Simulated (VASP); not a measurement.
# Rb2CuRh2Br2 (Cmce) in VASP: single point with PBE

Aim: the single point of Rb2CuRh2Br2 with PBE.

All numbers are computed with VASP 6.6.1; they aren't measurements. Logs are shortened: lines on timing, memory, paths and dates and some standing lists are left out, and cuts for length are marked.

## (1) The cell of the first run

Symmetry: Cmce, No. 64, orthorhombic system. Conventional cell: a = 15.816 Å, b = 7.048 Å, c = 7.065 Å, α = 90.00°, β = 90.00°, γ = 90.00°. Within 4.3 Å of Rb (site symmetry 2) lie 4 Rh at 3.27 Å and 5 Br at 3.35 to 3.55 Å and 4 Cu at 4.10 to 4.11 Å and 1 Rb at 4.20 Å. Within 2.9 Å of Cu (site symmetry 2/m) lie 4 Rh at 2.21 to 2.78 Å and 2 Br at 2.46 Å. Within 2.9 Å of Rh (site symmetry m) lie 2 Cu at 2.21 to 2.78 Å. Br (site symmetry 2) has 1 Cu at 2.46 Å and 2 Rh at 3.30 Å and 1 Rb at 3.35 Å within 3.4 Å.

## (2) Single point, PBE

The input, INCAR:

```
PREC = Accurate ; ENCUT = 520
EDIFF = 1E-7 ; ISMEAR = -1
SIGMA = 0.1 ; LREAL = False
LASPH = True ; NELM = 60
ALGO = Normal ; ISIF = 2
LWAVE = False ; LCHARG = False
GGA = PE ; NBANDS = 86
KPAR = 2
```

The input, KPOINTS:

```
regular mesh
0
Gamma
  5 5 5
```

The input, POSCAR:

```
Rb2CuRh2Br2
1.0
    0.0000000000      7.0476960000      0.0000000000
    7.9079780000     -3.5238480000      0.0000000000
    0.0000000000      0.0000000000     -7.0652130000
Rb Cu Rh Br
4 2 4 4
Direct
    0.3672000000      0.7344000000      0.0000000000
    0.1328000000      0.2656000000      0.5000000000
    0.6328000000      0.2656000000      0.0000000000
    0.8672000000      0.7344000000      0.5000000000
    0.0000000000      0.0000000000      0.0000000000
    0.5000000000      0.0000000000      0.5000000000
    0.2210000000      0.0000000000      0.7790000000
    0.2790000000      0.0000000000      0.2790000000
    0.7790000000      0.0000000000      0.2210000000
    0.7210000000      0.0000000000      0.7210000000
    0.1555000000      0.3110000000      0.0000000000
    0.3445000000      0.6890000000      0.5000000000
    0.8445000000      0.6890000000      0.0000000000
    0.6555000000      0.3110000000      0.5000000000
```

Potentials or basis: VASP PAW PBE potentials, release 64 (Rb_sv, Cu, Rh_pv, Br).

On the command line:

```sh
$ cat potpaw_PBE.64/Rb_sv/POTCAR potpaw_PBE.64/Cu/POTCAR potpaw_PBE.64/Rh_pv/POTCAR potpaw_PBE.64/Br/POTCAR > POTCAR
$ mpirun -np 2 vasp_std > vasp.out
```

OUTCAR:

```text
PREC = Accurate
   ENCUT = 520
   EDIFF = 1E-7
   ISMEAR = -1
   LREAL = False
   LASPH = True
   NELM = 60
   ISIF = 2
   GGA = PE

 ion  position               nearest neighbor table
   1  0.367  0.734  0.000-   7 3.27   9 3.27   8 3.27  10 3.27  11 3.35  13 3.54  13 3.54  12 3.55
                            12 3.55   5 4.10   5 4.10   6 4.11   6 4.11   3 4.20   4 4.99   4 4.99
   2  0.133  0.266  0.500-   8 3.27  10 3.27   7 3.27   9 3.27  12 3.35  14 3.54  14 3.54  11 3.55
                            11 3.55   6 4.10   6 4.10   5 4.11   5 4.11   4 4.20   3 4.99   3 4.99
   3  0.633  0.266  0.000-   9 3.27   7 3.27  10 3.27   8 3.27  13 3.35  11 3.54  11 3.54  14 3.55
                            14 3.55   5 4.10   5 4.10   6 4.11   6 4.11   1 4.20   2 4.99   2 4.99
   4  0.867  0.734  0.500-  10 3.27   8 3.27   9 3.27   7 3.27  14 3.35  12 3.54  12 3.54  13 3.55
                            13 3.55   6 4.10   6 4.10   5 4.11   5 4.11   2 4.20   1 4.99   1 4.99
   5  0.000  0.000  0.000-   7 2.21   9 2.21  11 2.46  13 2.46   8 2.78  10 2.78   1 4.10   3 4.10
                             3 4.10   1 4.10   4 4.11   2 4.11   4 4.11   2 4.11
   6  0.500  0.000  0.500-   8 2.21  10 2.21  12 2.46  14 2.46   9 2.78   7 2.78   2 4.10   4 4.10
                             2 4.10   4 4.10   1 4.11   1 4.11   3 4.11   3 4.11
   7  0.221  0.000  0.779-   5 2.21   6 2.78   1 3.27   3 3.27   2 3.27   4 3.27
   8  0.279  0.000  0.279-   6 2.21   5 2.78   2 3.27   4 3.27   1 3.27   3 3.27
   9  0.779  0.000  0.221-   5 2.21   6 2.78   3 3.27   1 3.27   4 3.27   2 3.27
  10  0.721  0.000  0.721-   6 2.21   5 2.78   4 3.27   2 3.27   3 3.27   1 3.27
  11  0.156  0.311  0.000-   5 2.46   1 3.35   3 3.54   3 3.54   2 3.55   2 3.55
  12  0.344  0.689  0.500-   6 2.46   2 3.35   4 3.54   4 3.54   1 3.55   1 3.55
  13  0.844  0.689  0.000-   5 2.46   3 3.35   1 3.54   1 3.54   4 3.55   4 3.55
  14  0.656  0.311  0.500-   6 2.46   4 3.35   2 3.54   2 3.54   3 3.55   3 3.55

  LATTYP: Found a base centered orthorhombic cell.
 ALAT       =     7.0476960000
 B/A-ratio  =     2.2441314154
 C/A-ratio  =     1.0024854931

  Lattice vectors:

 A1 = (  -7.9079780000,   3.5238480000,   0.0000000000)
 A2 = (   7.9079780000,   3.5238480000,   0.0000000000)
 A3 = (   0.0000000000,   0.0000000000,  -7.0652130000)

Analysis of symmetry for initial positions (statically):
=====================================================================
 Subroutine PRICEL returns:
 Original cell was already a primitive cell.

 Routine SETGRP: Setting up the symmetry group for a
 base centered orthorhombic supercell.

 Subroutine GETGRP returns: Found  8 space group operations
 (whereof  4 operations were pure point group operations)
 out of a pool of  8 trial point group operations.

The static configuration has the point symmetry C_2h.
 The point group associated with its full space group is D_2h.

Analysis of symmetry for dynamics (positions and initial velocities):
=====================================================================
 Subroutine PRICEL returns:
 Original cell was already a primitive cell.

 Routine SETGRP: Setting up the symmetry group for a
 base centered orthorhombic supercell.

 Subroutine GETGRP returns: Found  8 space group operations
 (whereof  4 operations were pure point group operations)
 out of a pool of  8 trial point group operations.

The dynamic configuration has the point symmetry C_2h.
 The point group associated with its full space group is D_2h.

 Subroutine INISYM returns: Found  8 space group operations
 (whereof  4 operations are pure point group operations),
 and found     1 'primitive' translations

----------------------------------------------------------------------------------------

                                     Primitive cell

  volume of cell :     393.7657

  direct lattice vectors                    reciprocal lattice vectors
     0.000000000  7.047696000  0.000000000     0.063227288  0.141890343  0.000000000
     7.907978000 -3.523848000  0.000000000     0.126454575  0.000000000  0.000000000
     0.000000000  0.000000000 -7.065213000     0.000000000  0.000000000 -0.141538550

  length of vectors
     7.047696000  8.657575918  7.065213000     0.155340140  0.126454575  0.141538550

  position of ions in fractional coordinates (direct lattice)
     0.367200000  0.734400000  0.000000000
     0.132800000  0.265600000  0.500000000
     0.632800000  0.265600000  0.000000000
     0.867200000  0.734400000  0.500000000
[... 47 lines left out ...]
     0.000000000  0.000000000  0.000000000

 Subroutine IBZKPT returns following result:
 ===========================================

 Found     27 irreducible k-points:

 Following reciprocal coordinates:
            Coordinates               Weight
  0.000000  0.000000  0.000000      1.000000
  0.200000  0.000000  0.000000      4.000000
  0.400000  0.000000  0.000000      4.000000
  0.000000  0.200000  0.000000      2.000000
  0.200000  0.200000  0.000000      4.000000
  0.400000  0.200000  0.000000      4.000000
[... 16 lines left out ...]
  0.200000  0.200000  0.400000      8.000000
  0.400000  0.200000  0.400000      8.000000
 [... further k-points ...]
   k-points           NKPTS =     27   k-points in BZ     NKDIM =     27   number of bands    NBANDS=     86
   number of dos      NEDOS =    301   number of ions     NIONS =     14
   total plane-waves  NPLWV = 186624
   dimension x,y,z NGX =    54 NGY =   64 NGZ =   54
   dimension x,y,z NGXF=   108 NGYF=  128 NGZF=  108
   ions per type =               4   2   4   4
   NGX,Y,Z   is equivalent  to a cutoff of  12.74, 12.29, 12.71 a.u.
   NGXF,Y,Z  is equivalent  to a cutoff of  25.48, 24.58, 25.41 a.u.
 SYSTEM =  unknown system
   PREC   = accura    normal or accurate (medium, high low for compatibility)
   ISTART =      0    job   : 0-new  1-cont  2-samecut
   ICHARG =      2    charge: 1-file 2-atom 10-const
   ISPIN  =      1    spin polarized calculation?
   LNONCOLLINEAR =      F non collinear calculations
   LSORBIT =      F    spin-orbit coupling
   LASPH  =      T    aspherical Exc in radial PAW
   ENCUT  =  520.0 eV  38.22 Ry    6.18 a.u.  13.10 16.10 13.14*2*pi/ulx,y,z
   NELM   =     60;   NELMIN=  2; NELMDL= -5     # of ELM steps
   EDIFF  = 0.1E-06   stopping-criterion for ELM
   LREAL  =      F    real-space projection
   EDIFFG = 0.1E-05   stopping-criterion for IOM
   NSW    =      0    number of steps for IOM
   IBRION =     -1    ionic relax: 0-MD 1-quasi-New 2-CG
   NFREE  =      0    steps in history (QN), initial steepest desc. (CG)
   ISIF   =      2    stress and relaxation
   ISYM   =      2    0-nonsym 1-usesym 2-fastsym
   POTIM  = 0.5000    time-step for ionic-motion
   TEBEG  =    0.0;   TEEND  =   0.0 temperature during run
   PSTRESS=    0.0 pullay stress
   NELECT =     146.0000    total number of electrons
   NUPDOWN=      -1.0000    fix difference up-down
   EMIN   =  10.00;   EMAX   =-10.00  energy-range for DOS
   EFERMI =   0.00;   METHOD = LEGACY
   ISMEAR =    -1;   SIGMA  =   0.10  broadening in eV -4-tet -1-fermi 0-gaus
   EFERMI_NEDOS =   21; number of points for ismear=-14 and -15
   IALGO  =     38    algorithm
   IMIX   =      4    mixing-type and parameters
     AMIX     =   0.40;   BMIX     =  1.00
     AMIX_MAG =   1.60;   BMIX_MAG =  1.00
  volume/ion in A,a.u.               =      28.13       189.80
  Fermi-wavevector in a.u.,A,eV,Ry     =   1.176106  2.222518 18.819925  1.383225
  Thomas-Fermi vector in A             =   2.312476
   LORBIT       =      0    0 simple, 1 ext, 2 COOP (PROOUT), +10 PAW based schemes
   GGA     = PE    functional components
   LHFCALC =     F    Hartree Fock is set to
   AEXX    =    0.0000 exact exchange contribution
   IVDW    =     0    specifies the selected vdW correction
   LEPSILON=     F    determine dielectric tensor
   LRPA    =     F    only Hartree local field effects (RPA)
 non-spin polarized calculation
  energy-cutoff  :      520.00
  volume of cell :      393.77
 maximum number of plane-waves:     10630
 NGX is ok and might be reduce to    54
   NGX = 27   NGY = 33   NGZ = 27

 number of electron     145.9999997 magnetization

 Free energy of the ion-electron system (eV)
  ---------------------------------------------------
  ext. energy  EPLUGINS =         0.00000000
  ---------------------------------------------------
  free energy    TOTEN  =       -43.16371624 eV

  energy without entropy =      -42.49718977  energy(sigma->0) =      -42.83045301

 E-fermi :   2.7480     XC(G=0):  -8.8287

 val. band max:        2.7353373130   @ k =   0.2000   0.0000   0.2000
 cond. band min:       2.7528985955   @ k =   0.2000   0.4000   0.0000
 fundamental gap:      0.0175612825
 Fermi energy:         2.7479872242

 k-point     1 :       0.0000    0.0000    0.0000
  band No.  band energies     occupation
      1     -42.2343      2.00000
      2     -42.2172      2.00000
      3     -42.2168      2.00000
      4     -42.2156      2.00000
      5     -41.9758      2.00000
      6     -41.9662      2.00000
[... 2101 lines left out ...]
     84       7.2886      0.00000
     85       7.3141      0.00000

 [... further k-points ...]

 [bands above 85 left out]

------------------------ aborting loop because EDIFF is reached ----------------------------------------

  FORCE on cell =-STRESS in cart. coord.  units (eV):
  Direction    XX          YY          ZZ          XY          YZ          ZX
  --------------------------------------------------------------------------------------
  -------------------------------------------------------------------------------------
  Total        7.6379131      6.0890815      6.1378698      0.0000000      0.0000000      0.0000000
  in kB       31.0775961     24.7756179     24.9741307      0.0000000      0.0000000      0.0000000
  external PRESSURE =      26.9424482 kB  Pullay stress =       0.0000000 kB

 VOLUME and BASIS-vectors are now :
 -----------------------------------------------------------------------------
  energy-cutoff  :      520.00
  volume of cell :      393.77
      direct lattice vectors                 reciprocal lattice vectors
     0.000000000  7.047696000  0.000000000     0.063227288  0.141890343  0.000000000
     7.907978000 -3.523848000  0.000000000     0.126454575  0.000000000  0.000000000
     0.000000000  0.000000000 -7.065213000     0.000000000  0.000000000 -0.141538550

 POSITION                                       TOTAL-FORCE (eV/Angst)
 -----------------------------------------------------------------------------------
      5.80762     -0.00000      0.00000        -0.421926      0.000000      0.000000
      2.10036      0.00000     -3.53261         0.421926      0.000000      0.000000
      2.10036      3.52385      0.00000         0.421926      0.000000      0.000000
      5.80762      3.52385     -3.53261        -0.421926      0.000000     -0.000000
      0.00000      0.00000      0.00000         0.000000      0.000000      0.000000
      0.00000      3.52385     -3.53261         0.000000      0.000000      0.000000
      0.00000      1.55754     -5.50380         0.000000      2.043929      2.053649
      0.00000      1.96631     -1.97119         0.000000     -2.043929      2.053649
      0.00000      5.49016     -1.56141         0.000000     -2.043929     -2.053649
      0.00000      5.08139     -5.09402         0.000000      2.043929     -2.053649
      2.45938      0.00000      0.00000        -0.215358      0.000000     -0.000000
      5.44860     -0.00000     -3.53261         0.215358      0.000000     -0.000000
      5.44860      3.52385      0.00000         0.215358      0.000000      0.000000
      2.45938      3.52385     -3.53261        -0.215358      0.000000      0.000000
 -----------------------------------------------------------------------------------
    total drift:                                0.000000      0.000000     -0.000000

  FREE ENERGIE OF THE ION-ELECTRON SYSTEM (eV)
  ---------------------------------------------------
  free  energy   TOTEN  =       -43.1637162383 eV

  energy  without entropy=      -42.4971897725  energy(sigma->0) =      -42.83045301
```

Run time: 20 min. Hardware: 2 MPI ranks of Intel Xeon Platinum 8259CL at 2.50GHz (Skylake/Cascade Lake), shared host; peak memory 0.92 GiB.

What came out:

| Quantity | Value |
| --- | --- |
| Free energy | -43.1637 eV |
| Pressure | 2.7 GPa |
| Largest force | 2.897 eV/Å |
| Band gap on the k mesh | zero (bands 73 and 74 overlap by 0.20 eV) |

Forces on the atoms (eV/Å):
```
Rb  -0.422  0.000  0.000
Rb   0.422  0.000  0.000
Rb   0.422  0.000  0.000
Rb  -0.422  0.000  0.000
Cu   0.000  0.000  0.000
Cu   0.000  0.000  0.000
Rh   0.000  2.044  2.054
Rh   0.000 -2.044  2.054
Rh   0.000 -2.044 -2.054
Rh   0.000  2.044 -2.054
Br  -0.215  0.000  0.000
Br   0.215  0.000  0.000
Br   0.215  0.000  0.000
Br  -0.215  0.000  0.000
```

Caveat: forces of over 1 eV/Å act on the atoms, so gaps and moduli don't describe the material at rest.
